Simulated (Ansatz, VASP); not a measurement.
**AlN: VASP beside Ansatz**

```
Al N
1.0
     3.31212    0.04968    0.00000
    -1.61303    2.84354    0.00000
     0.00000    0.00000    4.18756
Al N
2 2
Direct
  0.33333 0.66667 0.75000
  0.66667 0.33333 0.25000
  0.33333 0.66667 0.25000
  0.66667 0.33333 0.75000
```

Alike in both runs: task single point; functional PBEsol; k mesh 12 × 12 × 6; occupations gaussian, width 0.05 eV; no spin polarisation.

```csv
,VASP,Ansatz
version,VASP 6.6.1,Ansatz 0.2.0
potentials or method,"VASP PAW PBE potentials, release 64 (Al, N), cutoff 520 eV","plane waves, PAW"
valence electrons in the cell,16,16
```

Ansatz gave:

```
pressure (GPa)                                                : -3.3
traceless stress, the component that is largest in VASP (GPa) : -4.91
```

**Question.** Estimate VASP's values.

**Answer.** Pressure (GPa): -3.4; traceless stress, the component that is largest in VASP (GPa): -4.97.

VASP's potentials were made for PBE, not for PBEsol. The functional is the same, so the differences come from potentials, cutoffs and numerics.
